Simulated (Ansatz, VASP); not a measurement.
**Pb: VASP beside Ansatz**

```xyz
1
Lattice="0.0000 2.4982 2.4982 2.4982 0.0000 2.4982 2.4982 2.4982 0.0000" Properties=species:S:1:pos:R:3 pbc="T T T"
Pb    0.0000    0.0000    0.0000
```

Alike in both runs: task single point; functional r2SCAN; k mesh 9 × 9 × 9; occupations methfessel-paxton of order 1, width 0.0101 eV; no spin polarisation.

|  | VASP | Ansatz |
| --- | --- | --- |
| version | VASP 6.6.1 | Ansatz 0.2.0 |
| potentials or method | VASP PAW PBE potentials, release 64 (Pb_d), cutoff 550 eV | PAW plane waves |
| valence electrons in the cell | 14 | 14 |

|  | VASP | Ansatz | Ansatz less VASP |
| --- | --- | --- | --- |
| pressure (GPa) | -0.3 | -0.2 | +0.01 |

VASP's potentials were made for PBE, not for r2SCAN.

Spin-orbit coupling is off throughout.
